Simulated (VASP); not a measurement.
Set up this calculation in VASP 6.6.1, as the native input.

```
Task                   : single point
Functional             : PBEsol
Potentials or basis    : VASP PAW PBE potentials, release 64 (In_d, Sb)
Cutoff                 : 520 eV
k mesh                 : 1 × 1 × 1
Occupations            : gaussian, width 0.1 eV
Spin                   : no spin polarisation
Dipole correction      : no
Further INCAR settings : ALGO = Normal; EDIFF = 1e-07; NBANDS = 40
```

The structure of In2Sb lies in POSCAR:

```
In2Sb
1.0
    5.3799042018      0.0000000000      0.0000000000
   -2.6899521009      4.6591337087      0.0000000000
    0.0000000000      0.0000000000      6.7225520000
In Sb
4 2
Direct
    0.6666666667      0.3333333333      0.2500000000
    0.3333333333      0.6666666667      0.7500000000
    0.0000000000      0.0000000000      0.5000000000
    0.0000000000      0.0000000000      0.0000000000
    0.6666666667      0.3333333333      0.7500000000
    0.3333333333      0.6666666667      0.2500000000
```

One way to write it, as run:

INCAR

```
ALGO = Normal ; EDIFF = 1E-7
ENCUT = 520 ; GGA = PS
ISIF = 2 ; ISMEAR = 0
LASPH = T ; LCHARG = T
LELF = T ; LREAL = F
LVHAR = T ; LWAVE = F
NBANDS = 40 ; NELM = 80
PREC = Accurate ; SIGMA = 0.1
```

KPOINTS

```
k-points
0
Gamma
  1 1 1
```

Potentials or basis: VASP PAW PBE potentials, release 64 (In_d, Sb).

The run is started by

```console
$ cat potpaw_PBE.64/In_d/POTCAR potpaw_PBE.64/Sb/POTCAR > POTCAR
$ mpirun -np 1 vasp_gam > vasp.out
```

It gave:

```yaml
Pressure: 8.7 GPa
```

Caveat: the k points lie up to 1.35 Å⁻¹ apart, too coarse for converged energies, forces and pressures; the PAW data sets were made with another functional, which shifts forces and pressure a little.

Wall time 41 s on 1 thread of Intel Xeon 8259CL, with other jobs on the host, peak memory 0.25 GiB.
